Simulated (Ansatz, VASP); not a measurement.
**Two plane-wave programs on Al**

```
CELL_PARAMETERS angstrom
2.44441 -2.98715 0.00000
2.44441 2.98715 0.00000
0.00000 0.00000 7.37941
ATOMIC_POSITIONS crystal
Al 0.20790 0.79210 0.66773
Al 0.79210 0.20790 0.66773
Al 0.79210 0.20790 0.33227
Al 0.20790 0.79210 0.33227
Al 0.29220 0.70780 0.00000
Al 0.70780 0.29220 0.00000
```

Alike in both runs: task single point; functional PBE; k mesh 4 × 4 × 4; occupations gaussian, width 0.1 eV; no spin polarisation.

```csv
,VASP,Ansatz
version,VASP 6.6.1,Ansatz 0.2.0
potentials or method,"VASP PAW PBE potentials, release 64 (Al), cutoff 520 eV","scalar-relativistic, plane waves, PAW"
valence electrons in the cell,18,18
```

```tsv
	VASP	Ansatz	Ansatz less VASP
gap on the k mesh at the Fermi level (eV)	none	none	-
pressure (GPa)	16.3	16.3	0.00
traceless stress, the component that is largest in VASP (GPa)	-6.07	-6.07	-0.006
rms of the force components (eV/Å)	0.294	0.295	+0.0011
```

Atom by atom the forces differ by 0.001 eV/Å (rms over components). A gap of «none» marks a metal or a gap that the smearing closes.

The k mesh is coarse, so the values compare programs but aren't converged.
